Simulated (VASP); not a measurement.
**SiC: single point with r2SCAN**

Crystal: SiC.

```xyz
8
Lattice="3.0776 0.0000 0.0000 -1.5388 2.6652 0.0000 0.0000 0.0000 10.4798" Properties=species:S:1:pos:R:3 pbc="T T T"
Si    1.5388    0.8884    9.8284
Si    0.0000    1.7768    4.5885
Si    0.0000    0.0000    7.2090
Si    0.0000    0.0000    1.9691
C     1.5388    0.8884    7.8578
C     0.0000    1.7768    2.6179
C     0.0000    0.0000    5.2448
C     0.0000    0.0000    0.0049
```

This cell differs from its parent crystal: strain +0.000 along x and y, +0.040 along z.

| Property | Result |
| --- | --- |
| Program | VASP 6.6.1 |
| Task | single point |
| Functional | r2SCAN |
| Potentials or basis | VASP PAW PBE potentials, release 64 (Si, C) |
| Cutoff | 520 eV |
| k mesh | 12 × 12 × 4 |
| Occupations | gaussian, width 0.05 eV |
| Spin | no spin polarisation |

The pressure is -7.9 GPa, the largest force is 0.214 eV/Å and the band gap on the k mesh is 2.39 eV (least direct gap 3.68 eV).

Forces on the atoms (eV/Å):
```
Si   0.000  0.000 -0.152
Si   0.000  0.000 -0.152
Si   0.000  0.000 -0.214
Si   0.000  0.000 -0.214
C    0.000  0.000  0.197
C    0.000  0.000  0.197
C    0.000  0.000  0.168
C    0.000  0.000  0.168
```

Stress tensor (GPa, compression positive):
```
 -1.31   0.00   0.00
  0.00  -1.31   0.00
  0.00   0.00 -21.10
```

Levels at points of the mesh, in eV from the valence-band top:
| k point | band 12 | band 13 | band 14 | band 15 | band 16 | band 17 | band 18 | band 19 | band 20 | band 21 |
| --- | --- | --- | --- | --- | --- | --- | --- | --- | --- | --- |
| (0.00, 0.00, 0.00) | -0.52 | -0.52 | -0.27 | 0.00 | 0.00 | 5.62 | 5.90 | 6.36 | 6.92 | 7.51 |
| (0.50, 0.00, 0.00) | -2.50 | -2.39 | -2.38 | -1.77 | -1.29 | 2.39 | 2.79 | 4.69 | 4.80 | 5.54 |
| (0.00, 0.00, 0.50) | -0.93 | -0.18 | -0.18 | -0.18 | -0.18 | 6.03 | 6.03 | 7.10 | 7.10 | 7.38 |
| (0.50, 0.00, 0.50) | -2.97 | -2.62 | -2.62 | -1.66 | -1.66 | 3.02 | 3.02 | 4.47 | 4.47 | 6.17 |

Wall time 12 min on 1 thread of AMD EPYC 7R43 64-Core Processor (Zen 3), on a shared host, peak memory 0.23 GiB.

Caveat: the cell differs from its parent crystal (strain +0.000 along x and y, +0.040 along z); the stress differs along the axes, from -21 to -1 GPa; the PAW data sets were made with another functional, which shifts forces and pressure a little. A k mesh can miss the band edges.
